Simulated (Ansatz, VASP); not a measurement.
## One calculation of BeGe2Te4, two programs

```
CELL_PARAMETERS angstrom
0.00000 5.82547 0.00000
5.82547 0.00000 0.00000
2.91273 2.91273 -5.82124
ATOMIC_POSITIONS crystal
Be 0.00000 0.00000 0.00000
Ge 0.50000 0.50000 0.00000
Ge 0.75000 0.25000 0.50000
Te 0.37000 0.39000 0.74000
Te 0.61000 0.11000 0.26000
Te 0.89000 0.87000 0.74000
Te 0.13000 0.63000 0.26000
```

Alike in both runs: task single point; functional r2SCAN; k mesh 5 × 5 × 5; no spin polarisation.

```csv
,VASP,Ansatz
version,VASP 6.6.1,Ansatz 0.2.0
potentials or method,"VASP PAW PBE potentials, release 64 (Be, Ge_d, Te), cutoff 520 eV",PAW plane waves
occupations,"methfessel-paxton of order 1, width 0.0601 eV","cold, width 0.0601 eV"
valence electrons in the cell,54,94
```

VASP gave:

- pressure (GPa): 6.7
- traceless stress, the component that is largest in VASP (GPa): 0.10
- rms of the force components (eV/Å): 0.873

**Question.** What did Ansatz give for the same quantities?

**Answer.** Pressure (GPa): 6.7; traceless stress, the component that is largest in VASP (GPa): 0.09; rms of the force components (eV/Å): 0.869.

VASP's potentials were made for PBE, not for r2SCAN. Atom by atom the forces differ by 0.007 eV/Å (rms over components). VASP's potentials hold 54 valence electrons a cell and Ansatz's 94, so a difference there can come from the potentials and not from the codes.

Spin-orbit coupling is off throughout.
